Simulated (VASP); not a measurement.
# W (P6_3/mmc) in VASP: relaxation of cell and atoms with LDA

Aim: the relaxation of cell and atoms of W with LDA.

All numbers are computed with VASP 6.6.1; they aren't measurements. Logs are shortened: lines on timing, memory, paths and dates and some standing lists are left out, and cuts for length are marked.

## Step 1: The cell of the first run

Symmetry: P6_3/mmc, No. 194, hexagonal system. The conventional cell has a = 2.736 Å, b = 2.736 Å, c = 4.853 Å, α = 90.00°, β = 90.00°, γ = 120.00°. Within 3.6 Å of W (site symmetry -6m2) lie 12 W at 2.74 to 2.90 Å.

This isn't the form of W at room conditions, which is bcc.

## Step 2: Relaxation of cell and atoms, LDA

INCAR reads:

```
SYSTEM = W
ALGO = Normal
EDIFF = 1E-7
EDIFFG = -0.005
ENCUT = 600
GGA = CA
IBRION = 2
ISIF = 3
ISMEAR = -1
LASPH = .True.
LCHARG = .False.
LREAL = .False.
LWAVE = .False.
NELM = 80
NSW = 45
PREC = Accurate
SIGMA = 0.05
```

KPOINTS reads:

```
k-points
0
Gamma
  17 17 9
  0 0 0
```

POSCAR reads:

```
W
1.0
    2.7358079172      0.0000000000      0.0000000000
   -1.3679039586      2.3692791561      0.0000000000
    0.0000000000      0.0000000000      4.8533940508
W
2
Direct
    0.3333333333      0.6666666667      0.2500000000
    0.6666666667      0.3333333333      0.7500000000
```

Potentials or basis: VASP PAW LDA potentials, release 64 (W_sv).

The run is started by

```console
$ cat potpaw_LDA.64/W_sv/POTCAR > POTCAR
$ mpirun -np 1 vasp_std > vasp.out
```

OUTCAR:

```text
SYSTEM = W
   EDIFF = 1E-7
   EDIFFG = -0.005
   ENCUT = 600
   GGA = CA
   IBRION = 2
   ISIF = 3
   ISMEAR = -1
   LASPH = .True.
   LREAL = .False.
   NELM = 80
   NSW = 45
   PREC = Accurate

 ion  position               nearest neighbor table
   1  0.333  0.667  0.250-   2 2.90   2 2.90   2 2.90   2 2.90   2 2.90   2 2.90
   2  0.667  0.333  0.750-   1 2.90   1 2.90   1 2.90   1 2.90   1 2.90   1 2.90

  LATTYP: Found a hexagonal cell.
 ALAT       =     2.7358079172
 C/A-ratio  =     1.7740258811

  Lattice vectors:

 A1 = (   2.7358079172,   0.0000000000,   0.0000000000)
 A2 = (  -1.3679039586,   2.3692791561,   0.0000000000)
 A3 = (   0.0000000000,   0.0000000000,   4.8533940508)

Analysis of symmetry for initial positions (statically):
=====================================================================
 Subroutine PRICEL returns:
 Original cell was already a primitive cell.

 Routine SETGRP: Setting up the symmetry group for a
 hexagonal supercell.

 Subroutine GETGRP returns: Found 24 space group operations
 (whereof 12 operations were pure point group operations)
 out of a pool of 24 trial point group operations.

The static configuration has the point symmetry D_3d.
 The point group associated with its full space group is D_6h.

Analysis of symmetry for dynamics (positions and initial velocities):
=====================================================================
 Subroutine PRICEL returns:
 Original cell was already a primitive cell.

 Routine SETGRP: Setting up the symmetry group for a
 hexagonal supercell.

 Subroutine GETGRP returns: Found 24 space group operations
 (whereof 12 operations were pure point group operations)
 out of a pool of 24 trial point group operations.

The dynamic configuration has the point symmetry D_3d.
 The point group associated with its full space group is D_6h.

 Subroutine INISYM returns: Found 24 space group operations
 (whereof 12 operations are pure point group operations),
 and found     1 'primitive' translations

----------------------------------------------------------------------------------------

                                     Primitive cell

  volume of cell :      31.4592

  direct lattice vectors                    reciprocal lattice vectors
     2.735807917  0.000000000  0.000000000     0.365522738  0.211034651  0.000000000
    -1.367903959  2.369279156  0.000000000     0.000000000  0.422069302  0.000000000
[... 95 lines left out ...]
   PSTRESS=    0.0 pullay stress
   NELECT =      28.0000    total number of electrons
   NUPDOWN=      -1.0000    fix difference up-down
   EMIN   =  10.00;   EMAX   =-10.00  energy-range for DOS
   EFERMI =   0.00;   METHOD = LEGACY
   ISMEAR =    -1;   SIGMA  =   0.05  broadening in eV -4-tet -1-fermi 0-gaus
   EFERMI_NEDOS =   21; number of points for ismear=-14 and -15
   IALGO  =     38    algorithm
   IMIX   =      4    mixing-type and parameters
     AMIX     =   0.40;   BMIX     =  1.00
     AMIX_MAG =   1.60;   BMIX_MAG =  1.00
  volume/ion in A,a.u.               =      15.73       106.15
  Fermi-wavevector in a.u.,A,eV,Ry     =   1.574750  2.975847 33.740253  2.479839
  Thomas-Fermi vector in A             =   2.675838
   LORBIT       =      0    0 simple, 1 ext, 2 COOP (PROOUT), +10 PAW based schemes
   GGA     = CA    functional components
   LHFCALC =     F    Hartree Fock is set to
   AEXX    =    0.0000 exact exchange contribution
   IVDW    =     0    specifies the selected vdW correction
   LEPSILON=     F    determine dielectric tensor
   LRPA    =     F    only Hartree local field effects (RPA)
 conjugate gradient relaxation of ions
 non-spin polarized calculation
  energy-cutoff  :      600.00
  volume of cell :       31.46
 maximum number of plane-waves:      1087
 NGX is ok and might be reduce to    24
   NGX = 11   NGY = 11   NGZ = 19

--------------------------------------- Ionic step        1  -------------------------------------------

 number of electron      27.9999998 magnetization

 Free energy of the ion-electron system (eV)
  ---------------------------------------------------
  ext. energy  EPLUGINS =         0.00000000
  ---------------------------------------------------
  free energy    TOTEN  =       -27.19887351 eV

  energy without entropy =      -27.18185619  energy(sigma->0) =      -27.19036485

------------------------ aborting loop because EDIFF is reached ----------------------------------------

  FORCE on cell =-STRESS in cart. coord.  units (eV):
  Direction    XX          YY          ZZ          XY          YZ          ZX
  --------------------------------------------------------------------------------------
  -------------------------------------------------------------------------------------
  Total        0.4032770      0.4032770      0.3046598      0.0000000      0.0000000     -0.0000000
  in kB       20.5384020     20.5384020     15.5159470      0.0000000      0.0000000     -0.0000000
  external PRESSURE =      18.8642503 kB  Pullay stress =       0.0000000 kB
[... 59 lines left out ...]
--------------------------------------- Ionic step        3  -------------------------------------------

 number of electron      27.9999998 magnetization

 Free energy of the ion-electron system (eV)
  ---------------------------------------------------
  ext. energy  EPLUGINS =         0.00000000
  ---------------------------------------------------
  free energy    TOTEN  =       -27.19999060 eV

  energy without entropy =      -27.18270945  energy(sigma->0) =      -27.19135002

 E-fermi :  10.9747     XC(G=0): -13.8202

 val. band max:       10.9731809845   @ k =   0.1765   0.0588   0.0000
 cond. band min:      10.9773482624   @ k =   0.3529   0.0000   0.4444
 fundamental gap:      0.0041672779
 Fermi energy:        10.9747302781

 k-point     1 :       0.0000    0.0000    0.0000
  band No.  band energies     occupation
      1     -62.2947      2.00000
      2     -62.2052      2.00000
      3     -27.3717      2.00000
      4     -26.2982      2.00000
      5     -26.1218      2.00000
      6     -26.1218      2.00000
[... 481 lines left out ...]
      5     -26.8915      2.00000
      6     -26.4064      2.00000
[... 10 lines left out ...]
     17      14.2563      0.00000
     18      15.1610      0.00000

 [... further k-points ...]

------------------------ aborting loop because EDIFF is reached ----------------------------------------

  FORCE on cell =-STRESS in cart. coord.  units (eV):
  Direction    XX          YY          ZZ          XY          YZ          ZX
  --------------------------------------------------------------------------------------
  -------------------------------------------------------------------------------------
  Total       -0.0066883     -0.0066883      0.0019159      0.0000000      0.0000000      0.0000000
  in kB       -0.3385930     -0.3385930      0.0969926      0.0000000      0.0000000      0.0000000
  external PRESSURE =      -0.1933978 kB  Pullay stress =       0.0000000 kB
[... 17 lines left out ...]
  FREE ENERGIE OF THE ION-ELECTRON SYSTEM (eV)
  ---------------------------------------------------
  free  energy   TOTEN  =       -27.1999906016 eV

  energy  without entropy=      -27.1827094456  energy(sigma->0) =      -27.19135002

 reached required accuracy - stopping structural energy minimisation
```

CONTCAR:

```text
W
   1.00000000000000
     2.7417574464154830   -0.0000000000000000   -0.0000000000000000
    -1.3708787232077415    2.3744315995407108    0.0000000000000000
     0.0000000000000000    0.0000000000000000    4.8613676461239601
  W
     2
Direct
     0.3333333332999970    0.6666666667000030    0.2500000000000000
     0.6666666667000030    0.3333333332999970    0.7500000000000000

  0.00000000E+00  0.00000000E+00  0.00000000E+00
  0.00000000E+00  0.00000000E+00  0.00000000E+00
```

Wall time 3 min (1 thread of Intel Xeon Platinum 8175M at 2.50GHz (Skylake/Cascade Lake), shared host); peak memory 0.23 GiB.

Results:

- Free energy: -27.2000 eV
- Relaxed volume: 15.82 Å³/atom
- Relaxed cell: a = 2.742 Å, b = 2.742 Å, c = 4.861 Å, α = 90.00°, β = 90.00°, γ = 120.00°
- Space group after relaxing (to 0.1 Å): P6_3/mmc (No. 194)
- Energy gained by relaxing: 0.6 meV/atom
- Ionic steps: 3
- Pressure after relaxing: 0.0 GPa
- Band gap on the k mesh: zero (bands 14 and 15 overlap by 1.77 eV)

The path:
```tsv
step	energy change (eV)	largest force (eV/Å)	pressure (GPa)	volume (Å³)
1	0.0000	0.0000	1.89	31.46
2	0.0123	0.0000	-6.23	32.31
3	-0.0011	0.0000	-0.02	31.65
```

Final structure:
```yaml
crystal:
  lattice:
    - [2.74176, 0.00000, 0.00000]
    - [-1.37088, 2.37443, 0.00000]
    - [0.00000, 0.00000, 4.86137]
  atoms:
    - { symbol: W, position: [0.33333, 0.66667, 0.25000] }
    - { symbol: W, position: [0.66667, 0.33333, 0.75000] }
```

Levels at points of the mesh, in eV from the Fermi level:
```
           k point  band 12  band 13  band 14  band 15  band 16  band 17
(0.00, 0.00, 0.00)    -0.52    -0.52    -0.02     0.10     0.10     1.99
```

Caveat: spin-orbit coupling is left out, which moves the levels of the heavy elements.
